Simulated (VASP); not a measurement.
**Si3N4: single point with PBE**

The system is Si3N4.

```
CELL_PARAMETERS angstrom
7.66387 0.00000 0.00000
-3.83193 6.63710 0.00000
0.00000 0.00000 2.92630
ATOMIC_POSITIONS crystal
Si 0.23108 0.82498 0.75000
Si 0.40611 0.23108 0.25000
Si 0.82498 0.59389 0.25000
Si 0.17502 0.40611 0.75000
Si 0.59389 0.76892 0.75000
Si 0.76892 0.17502 0.25000
N 0.33333 0.66667 0.75000
N 0.66667 0.33333 0.25000
N 0.96916 0.66999 0.75000
N 0.29917 0.96916 0.25000
N 0.66999 0.70083 0.25000
N 0.33001 0.29917 0.75000
N 0.03084 0.33001 0.25000
N 0.70083 0.03084 0.75000
```

* Program: VASP 6.6.1
* Task: single point
* Functional: PBE
* Potentials or basis: VASP PAW PBE potentials, release 64 (Si, N)
* Cutoff: 520 eV
* k mesh: 6 × 6 × 8
* Occupations: fermi-dirac, width 0.02 eV
* Spin: no spin polarisation
* Dipole correction: no
* Further INCAR settings: ALGO = Normal; EDIFF = 1e-06; NBANDS = 45

| Property | Result |
| --- | --- |
| Pressure | -0.3 GPa |
| Largest force | 0.003 eV/Å |
| Band gap on the k mesh | 4.26 eV, indirect (least direct gap 4.44 eV) |

Forces in eV/Å, atoms in the order of the input:
```
Si  -0.003 -0.001  0.000
Si  -0.001 -0.003  0.000
Si  -0.003  0.002  0.000
Si   0.003 -0.002  0.000
Si   0.001  0.003  0.000
Si   0.003  0.001  0.000
N    0.000  0.000  0.000
N    0.000  0.000  0.000
N    0.001  0.002  0.000
N   -0.002  0.002  0.000
N    0.002  0.001  0.000
N   -0.002 -0.001  0.000
N   -0.001 -0.002  0.000
N    0.002 -0.002  0.000
```

Levels at points of the mesh, in eV from the valence-band top:
```tsv
k point	band 29	band 30	band 31	band 32	band 33	band 34	band 35	band 36
(0.00, 0.00, 0.00)	-1.25	-0.43	-0.38	-0.18	4.26	4.60	4.79	4.79
(0.50, 0.00, 0.00)	-1.31	-0.75	-0.31	-0.23	4.52	4.63	4.80	5.17
(0.00, 0.00, 0.50)	-1.57	-1.57	-1.29	-1.29	4.66	4.66	4.66	4.66
(0.50, 0.00, 0.50)	-1.45	-1.45	-1.01	-1.01	4.70	4.70	5.78	5.78
```

Run time: 3.7 min on 1 thread of Intel(R) Xeon(R) Platinum 8488C (Sapphire Rapids), with other jobs on the host, peak memory 0.37 GiB.

A k mesh can miss the band edges.
